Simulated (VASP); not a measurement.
Input of a VASP 6.6.1 run:

Contents of POSCAR:

```
AlP
1.0
    0.0000000000      2.7392572066      2.7392572066
    2.7392572066      0.0000000000      2.7392572066
    2.7392572066      2.7392572066      0.0000000000
Al P
1 1
Direct
    0.0000000000      0.0000000000      0.0000000000
    0.2500000000      0.2500000000      0.2500000000
```

The input INCAR.step1:

```
PREC = Accurate ; ENCUT = 400
EDIFF = 1E-5 ; ISMEAR = 0
SIGMA = 0.01 ; LREAL = F
LASPH = T ; NELM = 120
ALGO = Normal ; ISIF = 2
LWAVE = T ; LCHARG = F
GGA = PE ; NBANDS = 11
GGA_COMPAT = F
```

File INCAR.step2:

```
PREC = Accurate ; ENCUT = 400
EDIFF = 1E-6 ; ISMEAR = 0
SIGMA = 0.01 ; LREAL = F
LASPH = T ; NELM = 120
ALGO = Normal ; ISIF = 2
LWAVE = F ; LCHARG = F
GGA = PE ; LHFCALC = T
HFSCREEN = 0.2079 ; PRECFOCK = Normal
ISTART = 1 ; NBANDS = 11
GGA_COMPAT = F
```

The input KPOINTS:

```
Automatic mesh
0
Gamma
  6 6 6
```

Potentials or basis: VASP PAW PBE potentials, release 64 (Al, P).

Run with:

```bash
$ cat potpaw_PBE.64/Al/POTCAR potpaw_PBE.64/P/POTCAR > POTCAR
$ cp INCAR.step1 INCAR
$ mpirun -np 1 vasp_std > vasp.out
$ cp INCAR.step2 INCAR
$ mpirun -np 1 vasp_std > vasp.out
```

Q: Estimate the pressure.

A: -0.4 GPa.

Q: What does it give for the band gap on the k mesh?

A: 2.29 eV, indirect (least direct gap 4.13 eV).

Caveat: the PAW data sets were made with another functional, which shifts forces and pressure a little. A k mesh can miss the band edges.
